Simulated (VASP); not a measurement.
# CaBr (P-6m2) in VASP: further runs

The runs below take CaBr through single point, with LDA.

Program: VASP 6.6.1. These are calculated values, not measurements. Logs are shortened: lines on timing, memory, paths and dates and some standing lists are left out, and cuts for length are marked.

### Step 1. The cell of the first run

The structure is hexagonal, space group P-6m2 (No. 187). Conventional cell: a = 3.917 Å, b = 3.917 Å, c = 4.341 Å, α = 90.00°, β = 90.00°, γ = 120.00°. Within 4.1 Å of Br (site symmetry -6m2) lie 6 Ca at 3.13 Å and 6 Br at 3.92 Å. Ca (site symmetry -6m2) has 6 Br at 3.13 Å and 6 Ca at 3.92 Å within 4.1 Å.

### Step 2. Single point, LDA, non-collinear spin, zero start, spin-orbit coupling

The input, INCAR:

```
SYSTEM = CaBr
PREC     = Accurate       ! precision mode
ENCUT    = 520            ! plane-wave cutoff, eV
EDIFF    = 1E-7           ! SCF threshold, eV
ISMEAR   = -1             ! smearing method
SIGMA    = 0.1            ! smearing width, eV
LREAL    = .FALSE.        ! projectors in reciprocal space
LASPH    = .TRUE.         ! aspherical terms in the spheres
NELM     = 150            ! most SCF steps
ALGO     = Normal         ! electronic algorithm
ISIF     = 2              ! what is computed and relaxed
LWAVE    = .FALSE.        ! write WAVECAR
LCHARG   = .TRUE.         ! write CHGCAR
MAGMOM   = 0 0 0 0 0 0    ! initial moments
LORBIT   = 11             ! projections on sites
LSORBIT  = .TRUE.         ! spin-orbit coupling
GGA_COMPAT= .FALSE.      
LORBMOM  = .TRUE.       
LVHAR    = .TRUE.       
NBANDS   = 29             ! bands
```

The input, KPOINTS:

```
Automatic mesh
0
G
  7 7 5
  0 0 0
```

The input, POSCAR:

```
CaBr
1.0
    3.9170223818      0.0000000000      0.0000000000
   -1.9585111909      3.3922408898      0.0000000000
    0.0000000000      0.0000000000      4.3410340000
Br Ca
1 1
Direct
    0.3333333333      0.6666666667      0.5000000000
    0.0000000000      0.0000000000      0.0000000000
```

Potentials or basis: VASP PAW LDA potentials, release 64 (Br, Ca_sv).

The run is started by

```
> cat potpaw_LDA.64/Br/POTCAR potpaw_LDA.64/Ca_sv/POTCAR > POTCAR
> mpirun -np 1 vasp_ncl > vasp.out
```

OUTCAR:

```text
SYSTEM = CaBr
   PREC = Accurate
   ENCUT = 520
   EDIFF = 1E-7
   ISMEAR = -1
   LREAL = .FALSE.
   LASPH = .TRUE.
   NELM = 150
   ISIF = 2
   LORBIT = 11
   LSORBIT = .TRUE.

 ion  position               nearest neighbor table
   1  0.333  0.667  0.500-
   2  0.000  0.000  0.000-

  LATTYP: Found a hexagonal cell.
 ALAT       =     3.9170223818
 C/A-ratio  =     1.1082484543

  Lattice vectors:

 A1 = (   3.9170223818,   0.0000000000,   0.0000000000)
 A2 = (  -1.9585111909,   3.3922408898,   0.0000000000)
 A3 = (   0.0000000000,   0.0000000000,   4.3410340000)

Analysis of symmetry for initial positions (statically):
=====================================================================
 Subroutine PRICEL returns:
 Original cell was already a primitive cell.

 Routine SETGRP: Setting up the symmetry group for a
 hexagonal supercell.

 Subroutine GETGRP returns: Found 12 space group operations
 (whereof 12 operations were pure point group operations)
 out of a pool of 24 trial point group operations.

The static configuration has the point symmetry D_3h.

Analysis of symmetry for dynamics (positions and initial velocities):
=====================================================================
 Subroutine PRICEL returns:
 Original cell was already a primitive cell.

 Routine SETGRP: Setting up the symmetry group for a
 hexagonal supercell.

 Subroutine GETGRP returns: Found 12 space group operations
 (whereof 12 operations were pure point group operations)
 out of a pool of 24 trial point group operations.

The dynamic configuration has the point symmetry D_3h.

Analysis of structural, dynamic, and magnetic symmetry:
=====================================================================
 Subroutine PRICEL returns:
 Original cell was already a primitive cell.

 Routine SETGRP: Setting up the symmetry group for a
 hexagonal supercell.

 Subroutine GETGRP returns: Found 12 space group operations
 (whereof 12 operations were pure point group operations)
 out of a pool of 24 trial point group operations.

The overall configuration has the point symmetry D_3h.

 Subroutine INISYM returns: Found 12 space group operations
 (whereof 12 operations are pure point group operations),
 and found     1 'primitive' translations

----------------------------------------------------------------------------------------

                                     Primitive cell

[... 940 lines left out ...]
      0.00000      0.00000      0.00000         0.000000     -0.000000      0.000000
 -----------------------------------------------------------------------------------
    total drift:                                0.000000     -0.000000      0.000000

  FREE ENERGIE OF THE ION-ELECTRON SYSTEM (eV)
  ---------------------------------------------------
  free  energy   TOTEN  =        -7.0693767622 eV

  energy  without entropy=       -6.9932831934  energy(sigma->0) =       -7.03132998

 orbital moment (x)

 # of ion     p       d       tot
 ----------------------------------------
  1         0.000  -0.000   0.000
  2         0.000   0.000   0.000
 ----------------------------------------
            0.000   0.000   0.000

 orbital moment (y)

 # of ion     p       d       tot
 ----------------------------------------
  1         0.000   0.000   0.000
  2         0.000   0.000   0.000
 ----------------------------------------
            0.000   0.000   0.000

 orbital moment (z)

 # of ion     p       d       tot
 ----------------------------------------
  1         0.000  -0.000  -0.000
  2         0.000   0.000   0.000
 ----------------------------------------
            0.000   0.000   0.000

 Spin-Orbit-Coupling matrix elements

 Ion:    1  E_soc:     -0.0555707
 l=   1
     0.0000000    -0.0092612    -0.0092612
    -0.0092612     0.0000000    -0.0092612
    -0.0092612    -0.0092612     0.0000000
 l=   2
     0.0000000     0.0000000     0.0000000     0.0000000    -0.0000016
     0.0000000     0.0000000    -0.0000003     0.0000004     0.0000000
     0.0000000    -0.0000003     0.0000000    -0.0000003     0.0000000
     0.0000000     0.0000004    -0.0000003     0.0000000     0.0000000
    -0.0000016     0.0000000     0.0000000     0.0000000     0.0000000
 l=   3
     0.0000000     0.0000000     0.0000000     0.0000000     0.0000000     0.0000000     0.0000000
     0.0000000     0.0000000     0.0000000     0.0000000     0.0000000     0.0000000     0.0000000
     0.0000000     0.0000000     0.0000000     0.0000000     0.0000000     0.0000000     0.0000000
     0.0000000     0.0000000     0.0000000     0.0000000     0.0000000     0.0000000     0.0000000
     0.0000000     0.0000000     0.0000000     0.0000000     0.0000000     0.0000000     0.0000000
     0.0000000     0.0000000     0.0000000     0.0000000     0.0000000     0.0000000     0.0000000
     0.0000000     0.0000000     0.0000000     0.0000000     0.0000000     0.0000000     0.0000000

 Ion:    2  E_soc:     -0.0063802
 l=   1
     0.0000000    -0.0010539    -0.0010567
    -0.0010539     0.0000000    -0.0010539
    -0.0010567    -0.0010539     0.0000000
 l=   2
     0.0000000    -0.0000018     0.0000000    -0.0000018    -0.0000051
    -0.0000018     0.0000000    -0.0000057    -0.0000019    -0.0000018
     0.0000000    -0.0000057     0.0000000    -0.0000057     0.0000000
    -0.0000018    -0.0000019    -0.0000057     0.0000000    -0.0000018
    -0.0000051    -0.0000018     0.0000000    -0.0000018     0.0000000
 l=   3
     0.0000000     0.0000000     0.0000000     0.0000000     0.0000000     0.0000000     0.0000000
     0.0000000     0.0000000     0.0000000     0.0000000     0.0000000     0.0000000     0.0000000
     0.0000000     0.0000000     0.0000000     0.0000000     0.0000000     0.0000000     0.0000000
     0.0000000     0.0000000     0.0000000     0.0000000     0.0000000     0.0000000     0.0000000
     0.0000000     0.0000000     0.0000000     0.0000000     0.0000000     0.0000000     0.0000000
     0.0000000     0.0000000     0.0000000     0.0000000     0.0000000     0.0000000     0.0000000
     0.0000000     0.0000000     0.0000000     0.0000000     0.0000000     0.0000000     0.0000000

 total charge

# of ion       s       p       d       tot
------------------------------------------
    1        1.614   3.228   0.020   4.862
    2        2.045   5.815   0.282   8.142
--------------------------------------------------
tot          3.659   9.043   0.302  13.004

 magnetization (x)

# of ion       s       p       d       tot
------------------------------------------
    1        0.000   0.000   0.000   0.000
    2        0.000  -0.000   0.000   0.000
--------------------------------------------------
tot          0.000   0.000   0.000   0.000

 magnetization (y)

# of ion       s       p       d       tot
------------------------------------------
    1        0.000  -0.000   0.000  -0.000
    2        0.000   0.000   0.000   0.000
--------------------------------------------------
tot          0.000  -0.000   0.000  -0.000

 magnetization (z)

# of ion       s       p       d       tot
------------------------------------------
    1        0.000   0.000   0.000   0.000
    2        0.000  -0.000  -0.000   0.000
--------------------------------------------------
tot          0.000  -0.000  -0.000   0.000
```

stdout:

```text
POSCAR found type information on POSCAR BrCa
 POSCAR found :  2 types and       2 ions
 scaLAPACK will be used
 LDA part: xc-table for (Slater(with rela. corr.)+CA(PZ))
 , standard interpolation
 POSCAR, INCAR and KPOINTS ok, starting setup
 FFT: planning ... GRIDC
 FFT: planning ... GRID_SOFT
 FFT: planning ... GRID
 WAVECAR not read
 entering main loop
```

It took 92 s on 1 thread of Intel Xeon Platinum 8375C at 2.90GHz (Ice Lake), shared host; peak memory 0.29 GiB.

What came out:

| Quantity | Value |
| --- | --- |
| Free energy | -7.0694 eV |
| Pressure | -3.1 GPa |
| Net moment | 0.00 μB per cell |
| Valence electrons inside the program's atomic spheres | Br 4.86; Ca 8.14 |

Stress tensor (GPa, compression positive):
```
-3.07  0.00  0.00
 0.00 -3.07  0.00
 0.00  0.00 -3.24
```

Moments on the atoms (μB; x, y, z):
```
Br  0.00 0.00 0.00
Ca  0.00 0.00 0.00
```

### Step 3. Single point, LDA, non-collinear spin, zero start, spin-orbit coupling

The input, INCAR:

```
ALGO = Normal ; EDIFF = 1E-6
ENCUT = 520 ; GGA_COMPAT = False
ISIF = 2 ; ISMEAR = -1
LASPH = True ; LCHARG = False
LORBIT = 11 ; LORBMOM = True
LREAL = False ; LSORBIT = True
LWAVE = False ; MAGMOM = 0 0 0 0 0 0
NBANDS = 29 ; NELM = 150
PREC = Accurate ; SIGMA = 0.1
```

The input, KPOINTS:

```
k-points
0
Gamma
  7 7 5
```

POSCAR is that of step 2.

Potentials or basis: VASP PAW LDA potentials, release 64 (Br, Ca_sv).

The run is started by

```
> cat potpaw_LDA.64/Br/POTCAR potpaw_LDA.64/Ca_sv/POTCAR > POTCAR
> mpirun -np 1 vasp_ncl > vasp.out
```

OUTCAR:

```text
EDIFF = 1E-6
   ENCUT = 520
   ISIF = 2
   ISMEAR = -1
   LASPH = True
   LORBIT = 11
   LREAL = False
   LSORBIT = True
   NELM = 150
   PREC = Accurate

 ion  position               nearest neighbor table
   1  0.333  0.667  0.500-
   2  0.000  0.000  0.000-

  LATTYP: Found a hexagonal cell.
 ALAT       =     3.9170223818
 C/A-ratio  =     1.1082484543

  Lattice vectors:

 A1 = (   3.9170223818,   0.0000000000,   0.0000000000)
 A2 = (  -1.9585111909,   3.3922408898,   0.0000000000)
 A3 = (   0.0000000000,   0.0000000000,   4.3410340000)

Analysis of symmetry for initial positions (statically):
=====================================================================
 Subroutine PRICEL returns:
 Original cell was already a primitive cell.

 Routine SETGRP: Setting up the symmetry group for a
 hexagonal supercell.

[... 1031 lines left out ...]
    -0.0000016     0.0000000     0.0000000     0.0000000     0.0000000
 l=   3
     0.0000000     0.0000000     0.0000000     0.0000000     0.0000000     0.0000000     0.0000000
     0.0000000     0.0000000     0.0000000     0.0000000     0.0000000     0.0000000     0.0000000
     0.0000000     0.0000000     0.0000000     0.0000000     0.0000000     0.0000000     0.0000000
     0.0000000     0.0000000     0.0000000     0.0000000     0.0000000     0.0000000     0.0000000
     0.0000000     0.0000000     0.0000000     0.0000000     0.0000000     0.0000000     0.0000000
     0.0000000     0.0000000     0.0000000     0.0000000     0.0000000     0.0000000     0.0000000
     0.0000000     0.0000000     0.0000000     0.0000000     0.0000000     0.0000000     0.0000000

 Ion:    2  E_soc:     -0.0063802
 l=   1
     0.0000000    -0.0010539    -0.0010567
    -0.0010539     0.0000000    -0.0010539
    -0.0010567    -0.0010539     0.0000000
 l=   2
     0.0000000    -0.0000018     0.0000000    -0.0000018    -0.0000051
    -0.0000018     0.0000000    -0.0000057    -0.0000019    -0.0000018
     0.0000000    -0.0000057     0.0000000    -0.0000057     0.0000000
    -0.0000018    -0.0000019    -0.0000057     0.0000000    -0.0000018
    -0.0000051    -0.0000018     0.0000000    -0.0000018     0.0000000
 l=   3
     0.0000000     0.0000000     0.0000000     0.0000000     0.0000000     0.0000000     0.0000000
     0.0000000     0.0000000     0.0000000     0.0000000     0.0000000     0.0000000     0.0000000
     0.0000000     0.0000000     0.0000000     0.0000000     0.0000000     0.0000000     0.0000000
     0.0000000     0.0000000     0.0000000     0.0000000     0.0000000     0.0000000     0.0000000
     0.0000000     0.0000000     0.0000000     0.0000000     0.0000000     0.0000000     0.0000000
     0.0000000     0.0000000     0.0000000     0.0000000     0.0000000     0.0000000     0.0000000
     0.0000000     0.0000000     0.0000000     0.0000000     0.0000000     0.0000000     0.0000000

 total charge

# of ion       s       p       d       tot
------------------------------------------
    1        1.614   3.228   0.020   4.862
    2        2.045   5.815   0.282   8.142
--------------------------------------------------
tot          3.659   9.043   0.302  13.004

 magnetization (x)

# of ion       s       p       d       tot
------------------------------------------
    1       -0.000  -0.000  -0.000  -0.000
    2        0.000   0.000   0.000   0.000
--------------------------------------------------
tot          0.000  -0.000  -0.000  -0.000

 magnetization (y)

# of ion       s       p       d       tot
------------------------------------------
    1        0.000   0.000  -0.000   0.000
    2        0.000   0.000  -0.000   0.000
--------------------------------------------------
tot          0.000   0.000  -0.000   0.000

 magnetization (z)

# of ion       s       p       d       tot
------------------------------------------
    1        0.000  -0.000  -0.000  -0.000
    2        0.000   0.000   0.000   0.000
--------------------------------------------------
tot          0.000  -0.000  -0.000   0.000
```

OSZICAR:

```text
N       E                     dE             d eps       ncg     rms          rms(c)
DAV:   1     0.144247541062E+03    0.14425E+03   -0.78084E+03  2088   0.108E+03
DAV:   2     0.346036808793E+01   -0.14079E+03   -0.13532E+03  2417   0.290E+02
DAV:   3    -0.672039244572E+01   -0.10181E+02   -0.10045E+02  3335   0.691E+01
DAV:   4    -0.711715385284E+01   -0.39676E+00   -0.39176E+00  3064   0.118E+01
DAV:   5    -0.712812616663E+01   -0.10972E-01   -0.10966E-01  2843   0.148E+00    0.479E+00
DAV:   6    -0.707995167532E+01    0.48174E-01   -0.66745E-02  2684   0.227E+00    0.301E+00
DAV:   7    -0.707035582921E+01    0.95958E-02   -0.62598E-02  2704   0.228E+00    0.868E-01
DAV:   8    -0.706987823882E+01    0.47759E-03   -0.27978E-03  2598   0.511E-01    0.233E-01
DAV:   9    -0.706936738243E+01    0.51086E-03   -0.18526E-03  2681   0.364E-01    0.364E-02
DAV:  10    -0.706937623526E+01   -0.88528E-05   -0.16946E-04  2969   0.743E-02    0.157E-02
DAV:  11    -0.706937686179E+01   -0.62653E-06   -0.14662E-05  2683   0.350E-02    0.468E-03
DAV:  12    -0.706937675495E+01    0.10684E-06   -0.56536E-07  1982   0.652E-03
   1 F= -.70693768E+01 E0= -.70313300E+01  d E =-.760936E-01  mag=    -0.0000    -0.0000    -0.0000
```

stdout:

```text
POSCAR found type information on POSCAR BrCa
 POSCAR found :  2 types and       2 ions
 scaLAPACK will be used
 LDA part: xc-table for (Slater(with rela. corr.)+CA(PZ))
 , standard interpolation
 POSCAR, INCAR and KPOINTS ok, starting setup
 FFT: planning ... GRIDC
 FFT: planning ... GRID_SOFT
 FFT: planning ... GRID
 WAVECAR not read
 entering main loop
```

Wall time 84 s (1 thread of Intel Xeon Platinum 8375C at 2.90GHz (Ice Lake), shared host); peak memory 0.29 GiB.

What came out:

| Quantity | Value |
| --- | --- |
| Free energy | -7.0694 eV |
| Pressure | -3.1 GPa |
| Net moment | 0.00 μB per cell |
| Valence electrons inside the program's atomic spheres | Br 4.86; Ca 8.14 |

Moments on the atoms (μB; x, y, z):
```
Br  0.00 0.00 0.00
Ca  0.00 0.00 0.00
```

### Step 4. Single point, LDA, non-collinear spin, zero start, spin-orbit coupling

The input, INCAR:

```
SYSTEM = CaBr
  PREC = Accurate
  ENCUT = 520
  EDIFF = 1E-7
  ISMEAR = -1
  SIGMA = 0.1
  LREAL = .FALSE.
  LASPH = .TRUE.
  NELM = 150
  ALGO = Normal
  ISIF = 2
  LWAVE = .FALSE.
  LCHARG = .FALSE.
  MAGMOM = 0 0 0 0 0 0
  LORBIT = 11
  LSORBIT = .TRUE.
  GGA_COMPAT = .FALSE.
  LORBMOM = .TRUE.
  GGA = CA
  NBANDS = 29
```

The input, KPOINTS:

```
Automatic mesh
0
G
  7 7 5
  0 0 0
```

POSCAR is that of step 3.

The run is started by

```
> cat potpaw_LDA.64/Br/POTCAR potpaw_LDA.64/Ca_sv/POTCAR > POTCAR
> mpirun -np 1 vasp_ncl > vasp.out
```

Wall time 86 s (1 thread of Intel Xeon Platinum 8375C at 2.90GHz (Ice Lake), shared host); peak memory 0.29 GiB.

The run converged. Its results:

| Item | Value |
| --- | --- |
| Free energy | -7.0694 eV |
| Pressure | -3.1 GPa |
| Net moment | 0.00 μB per cell |
| Valence electrons inside the program's atomic spheres | Br 4.86; Ca 8.14 |

Stress tensor (GPa, compression positive):
```
-3.07  0.00  0.00
 0.00 -3.07  0.00
 0.00  0.00 -3.24
```

Moments on the atoms (μB; x, y, z):
```
Br  0.00 0.00 0.00
Ca  0.00 0.00 0.00
```
